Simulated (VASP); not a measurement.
# Y (Fm-3m) in VASP: further runs, part 2 of 2

VASP 6.6.1. The steps go on from the part before.

### Step 5. Single point, PBEsol (volume scaled by 0.97)

The input, INCAR:

```
ALGO = Fast
EDIFF = 1E-7
ENCUT = 520
GGA = PS
ISIF = 2
ISMEAR = 0
LASPH = True
LCHARG = False
LREAL = False
LWAVE = False
NBANDS = 12
NELM = 60
PREC = Accurate
SIGMA = 0.1
```

The input, KPOINTS:

```
k-points
0
Gamma
  14 14 14
```

The input, POSCAR:

```
Y
1.0
    0.0000000000      2.4633345527      2.4633345527
    2.4633345527      0.0000000000      2.4633345527
    2.4633345527      2.4633345527      0.0000000000
Y
1
Direct
    0.0000000000      0.0000000000      0.0000000000
```

Potentials or basis: VASP PAW PBE potentials, release 64 (Y_sv).

Run with:

```console
> cat potpaw_PBE.64/Y_sv/POTCAR > POTCAR
> mpirun -np 1 vasp_std > vasp.out
```

OUTCAR:

```text
EDIFF = 1E-7
   ENCUT = 520
   GGA = PS
   ISIF = 2
   ISMEAR = 0
   LASPH = True
   LREAL = False
   NELM = 60
   PREC = Accurate

 ion  position               nearest neighbor table
   1  0.000  0.000  0.000-

  LATTYP: Found a face centered cubic cell.
 ALAT       =     4.9266691054

  Lattice vectors:

 A1 = (   0.0000000000,   2.4633345527,   2.4633345527)
 A2 = (   2.4633345527,   0.0000000000,   2.4633345527)
 A3 = (   2.4633345527,   2.4633345527,   0.0000000000)

Analysis of symmetry for initial positions (statically):
=====================================================================
 Subroutine PRICEL returns:
 Original cell was already a primitive cell.

 Routine SETGRP: Setting up the symmetry group for a
 face centered cubic supercell.

 Subroutine GETGRP returns: Found 48 space group operations
 (whereof 48 operations were pure point group operations)
 out of a pool of 48 trial point group operations.

The static configuration has the point symmetry O_h .

Analysis of symmetry for dynamics (positions and initial velocities):
=====================================================================
 Subroutine PRICEL returns:
 Original cell was already a primitive cell.

 Routine SETGRP: Setting up the symmetry group for a
 face centered cubic supercell.

 Subroutine GETGRP returns: Found 48 space group operations
 (whereof 48 operations were pure point group operations)
 out of a pool of 48 trial point group operations.

The dynamic configuration has the point symmetry O_h .

 Subroutine INISYM returns: Found 48 space group operations
 (whereof 48 operations are pure point group operations),
 and found     1 'primitive' translations

----------------------------------------------------------------------------------------

                                     Primitive cell

  volume of cell :      29.8951

  direct lattice vectors                    reciprocal lattice vectors
     0.000000000  2.463334553  2.463334553    -0.202976895  0.202976895  0.202976895
     2.463334553  0.000000000  2.463334553     0.202976895 -0.202976895  0.202976895
     2.463334553  2.463334553  0.000000000     0.202976895  0.202976895 -0.202976895

  length of vectors
     3.483681133  3.483681133  3.483681133     0.351566296  0.351566296  0.351566296

  position of ions in fractional coordinates (direct lattice)
     0.000000000  0.000000000  0.000000000

  ion indices of the primitive-cell ions
   primitive index   ion index
                 1           1

----------------------------------------------------------------------------------------

 KPOINTS: k-points

Automatic generation of k-mesh.
 Grid dimensions read from file:
 generate k-points for:   14   14   14

 Generating k-lattice:

  Cartesian coordinates                     Fractional coordinates (reciprocal lattice)
    -0.014498350  0.014498350  0.014498350     0.071428571  0.000000000  0.000000000
     0.014498350 -0.014498350  0.014498350     0.000000000  0.071428571  0.000000000
     0.014498350  0.014498350 -0.014498350     0.000000000  0.000000000  0.071428571

  Length of vectors
     0.025111878  0.025111878  0.025111878

  Shift w.r.t. Gamma in fractional coordinates (k-lattice)
     0.000000000  0.000000000  0.000000000

 Subroutine IBZKPT returns following result:
 ===========================================

 Found    104 irreducible k-points:

 Following reciprocal coordinates:
            Coordinates               Weight
  0.000000  0.000000  0.000000      1.000000
  0.071429  0.000000  0.000000      8.000000
  0.142857  0.000000  0.000000      8.000000
  0.214286  0.000000  0.000000      8.000000
  0.285714  0.000000  0.000000      8.000000
  0.357143  0.000000  0.000000      8.000000
[... 16 lines left out ...]
  0.214286  0.142857  0.000000     24.000000
  0.285714  0.142857  0.000000     24.000000
 [... further k-points ...]
   k-points           NKPTS =    104   k-points in BZ     NKDIM =    104   number of bands    NBANDS=     12
   number of dos      NEDOS =    301   number of ions     NIONS =      1
   total plane-waves  NPLWV =  21952
   dimension x,y,z NGX =    28 NGY =   28 NGZ =   28
   dimension x,y,z NGXF=    56 NGYF=   56 NGZF=   56
   ions per type =               1
   NGX,Y,Z   is equivalent  to a cutoff of  13.36, 13.36, 13.36 a.u.
   NGXF,Y,Z  is equivalent  to a cutoff of  26.72, 26.72, 26.72 a.u.
 SYSTEM =  unknown system
   PREC   = accura    normal or accurate (medium, high low for compatibility)
   ISTART =      0    job   : 0-new  1-cont  2-samecut
   ICHARG =      2    charge: 1-file 2-atom 10-const
   ISPIN  =      1    spin polarized calculation?
   LNONCOLLINEAR =      F non collinear calculations
   LSORBIT =      F    spin-orbit coupling
   LASPH  =      T    aspherical Exc in radial PAW
   ENCUT  =  520.0 eV  38.22 Ry    6.18 a.u.   6.48  6.48  6.48*2*pi/ulx,y,z
   NELM   =     60;   NELMIN=  2; NELMDL= -5     # of ELM steps
   EDIFF  = 0.1E-06   stopping-criterion for ELM
   LREAL  =      F    real-space projection
   EDIFFG = 0.1E-05   stopping-criterion for IOM
   NSW    =      0    number of steps for IOM
   IBRION =     -1    ionic relax: 0-MD 1-quasi-New 2-CG
   NFREE  =      0    steps in history (QN), initial steepest desc. (CG)
   ISIF   =      2    stress and relaxation
   ISYM   =      2    0-nonsym 1-usesym 2-fastsym
   POTIM  = 0.5000    time-step for ionic-motion
   TEBEG  =    0.0;   TEEND  =   0.0 temperature during run
   PSTRESS=    0.0 pullay stress
   NELECT =      11.0000    total number of electrons
   NUPDOWN=      -1.0000    fix difference up-down
   EMIN   =  10.00;   EMAX   =-10.00  energy-range for DOS
   EFERMI =   0.00;   METHOD = LEGACY
   ISMEAR =     0;   SIGMA  =   0.10  broadening in eV -4-tet -1-fermi 0-gaus
   EFERMI_NEDOS =   21; number of points for ismear=-14 and -15
   IALGO  =     68    algorithm
   IMIX   =      4    mixing-type and parameters
     AMIX     =   0.40;   BMIX     =  1.00
     AMIX_MAG =   1.60;   BMIX_MAG =  1.00
  volume/ion in A,a.u.               =      29.90       201.74
  Fermi-wavevector in a.u.,A,eV,Ry     =   1.173111  2.216858 18.724184  1.376189
  Thomas-Fermi vector in A             =   2.309529
   LORBIT       =      0    0 simple, 1 ext, 2 COOP (PROOUT), +10 PAW based schemes
   GGA     = PS    functional components
   LHFCALC =     F    Hartree Fock is set to
   AEXX    =    0.0000 exact exchange contribution
   IVDW    =     0    specifies the selected vdW correction
   LEPSILON=     F    determine dielectric tensor
   LRPA    =     F    only Hartree local field effects (RPA)
 non-spin polarized calculation
 RMM-DIIS sequential band-by-band and
 Gauss-broadening in eV      SIGMA  =   0.10
  energy-cutoff  :      520.00
  volume of cell :       29.90
 maximum number of plane-waves:       825
 NGX is ok and might be reduce to    28
   NGX = 13   NGY = 13   NGZ = 13

 number of electron      11.0000001 magnetization

 Free energy of the ion-electron system (eV)
  ---------------------------------------------------
  ext. energy  EPLUGINS =         0.00000000
  ---------------------------------------------------
  free energy    TOTEN  =        -6.80220241 eV

  energy without entropy =       -6.79426132  energy(sigma->0) =       -6.79823187

 E-fermi :   3.4109     XC(G=0):  -9.9057

 val. band max:        3.4067092726   @ k =  -0.3571   0.4286   0.2143
 cond. band min:       3.4197852751   @ k =  -0.4286   0.2143   0.0714
 fundamental gap:      0.0130760026
 Fermi energy:         3.4109271229

 k-point     1 :       0.0000    0.0000    0.0000
  band No.  band energies     occupation
      1     -38.9875      2.00000
      2     -18.6299      2.00000
      3     -18.6299      2.00000
      4     -18.6299      2.00000
      5      -1.4934      2.00000
      6       5.2657      0.00000
      7       5.2657      0.00000
      8       5.2657      0.00000
      9       7.4967      0.00000
     10       7.4967      0.00000
     11      12.6269      0.00000
     12      16.1374      0.00000
[... 331 lines left out ...]
 k-point    24 :       0.2857    0.1429    0.0000
  band No.  band energies     occupation
      1     -38.9312      2.00000
      2     -19.0160      2.00000
      3     -18.7314      2.00000
      4     -18.7240      2.00000
      5       0.2836      2.00000
      6       3.8167      0.00000
      7       5.2608      0.00000
      8       5.9730      0.00000
      9       6.8419      0.00000
     10       8.1606      0.00000
     11      14.0159      0.00000
     12      16.0056      0.00000

 [... further k-points ...]
[... 5 lines left out ...]
  --------------------------------------------------------------------------------------
  -------------------------------------------------------------------------------------
  Total        0.2201402      0.2201402      0.2201402     -0.0000000     -0.0000000      0.0000000
  in kB       11.7980385     11.7980385     11.7980385     -0.0000000     -0.0000000      0.0000000
  external PRESSURE =      11.7980385 kB  Pullay stress =       0.0000000 kB

 VOLUME and BASIS-vectors are now :
 -----------------------------------------------------------------------------
  energy-cutoff  :      520.00
  volume of cell :       29.90
      direct lattice vectors                 reciprocal lattice vectors
     0.000000000  2.463334553  2.463334553    -0.202976895  0.202976895  0.202976895
     2.463334553  0.000000000  2.463334553     0.202976895 -0.202976895  0.202976895
     2.463334553  2.463334553  0.000000000     0.202976895  0.202976895 -0.202976895

 POSITION                                       TOTAL-FORCE (eV/Angst)
 -----------------------------------------------------------------------------------
      0.00000      0.00000      0.00000         0.000000     -0.000000      0.000000
 -----------------------------------------------------------------------------------
    total drift:                               -0.000000     -0.000000     -0.000000

  FREE ENERGIE OF THE ION-ELECTRON SYSTEM (eV)
  ---------------------------------------------------
  free  energy   TOTEN  =        -6.8022024144 eV

  energy  without entropy=       -6.7942613223  energy(sigma->0) =       -6.79823187
```

OSZICAR:

```text
N       E                     dE             d eps       ncg     rms          rms(c)
DAV:   1     0.246653419701E+02    0.24665E+02   -0.56467E+03  2504   0.835E+02
DAV:   2    -0.576995201439E+01   -0.30435E+02   -0.29546E+02  3044   0.167E+02
DAV:   3    -0.696006180492E+01   -0.11901E+01   -0.11658E+01  3500   0.215E+01
DAV:   4    -0.699059654719E+01   -0.30535E-01   -0.30521E-01  2788   0.327E+00
DAV:   5    -0.699120168834E+01   -0.60514E-03   -0.60513E-03  3236   0.354E-01    0.234E+01
RMM:   6    -0.682858558237E+01    0.16262E+00   -0.15329E-01  2790   0.243E+00    0.142E+01
RMM:   7    -0.680602855692E+01    0.22557E-01   -0.33379E-01  3263   0.358E+00    0.143E+00
RMM:   8    -0.680226744187E+01    0.37611E-02   -0.43001E-02  2930   0.149E+00    0.695E-01
RMM:   9    -0.680220606094E+01    0.61381E-04   -0.87587E-03  3467   0.582E-01    0.224E-01
RMM:  10    -0.680631239917E+01   -0.41063E-02   -0.10505E-02  3510   0.655E-01    0.158E+00
RMM:  11    -0.680213660746E+01    0.41758E-02   -0.83343E-03  3126   0.815E-01    0.963E-02
RMM:  12    -0.680218245232E+01   -0.45845E-04   -0.61249E-04  3284   0.212E-01    0.703E-02
RMM:  13    -0.680219621170E+01   -0.13759E-04   -0.12017E-04  3547   0.746E-02    0.147E-02
RMM:  14    -0.680220142368E+01   -0.52120E-05   -0.35064E-05  3686   0.373E-02    0.436E-03
RMM:  15    -0.680220223758E+01   -0.81391E-06   -0.54624E-06  3428   0.126E-02    0.134E-02
RMM:  16    -0.680220243056E+01   -0.19298E-06   -0.21521E-06  3058   0.769E-03    0.179E-03
RMM:  17    -0.680220241439E+01    0.16168E-07   -0.44834E-07  2485   0.320E-03
   1 F= -.68022024E+01 E0= -.67982319E+01  d E =-.794109E-02
```

stdout:

```text
POSCAR found type information on POSCAR Y
 POSCAR found :  1 types and       1 ions
 scaLAPACK will be used
 -----------------------------------------------------------------------------
|                                                                             |
|                                                                             |
|     You enforced a specific xc type in the INCAR file but a different       |
|     I HOPE YOU KNOW WHAT YOU ARE DOING!                                     |
|                                                                             |
 -----------------------------------------------------------------------------

 LDA part: xc-table for (Slater+PW92), standard interpolation
 POSCAR, INCAR and KPOINTS ok, starting setup
 FFT: planning ... GRIDC
 FFT: planning ... GRID_SOFT
 FFT: planning ... GRID
 WAVECAR not read
 entering main loop
WARNING in EDDRMM: call to ZHEGV failed, returncode =   6  3     12
WARNING in EDDRMM: call to ZHEGV failed, returncode =   8  4      5
WARNING in EDDRMM: call to ZHEGV failed, returncode =   8  4      6
```

Wall time 1.8 min (1 thread of AMD EPYC 7R43 (Zen 3), shared host); peak memory 0.16 GiB.

Results:

| Item | Value |
| --- | --- |
| Free energy | -6.8022 eV |
| Pressure | 1.2 GPa |

Caveat: the PAW data sets were made with another functional, which shifts forces and pressure a little.

### Step 6. Summary

```csv
cell,gap on the mesh (eV),pressure (GPa)
"a = 3.372 Å, angles 60.0°, 1 atom",none,6.3
"a = 3.410 Å, angles 60.0°, 1 atom",none,4.4
"a = 3.447 Å, angles 60.0°, 1 atom",none,2.7
"a = 3.484 Å, angles 60.0°, 1 atom",none,1.2
```

Alike in all rows: task single point; level PBEsol; potentials or basis VASP PAW PBE potentials, release 64 (Y_sv); no spin polarisation; k mesh 14 × 14 × 14; cutoff (eV) 520; smearing gaussian 0.1 eV.

Caveats: the PAW data sets were made with another functional, which shifts forces and pressure a little.

Absolute energies hang on the potentials; compare differences alone.
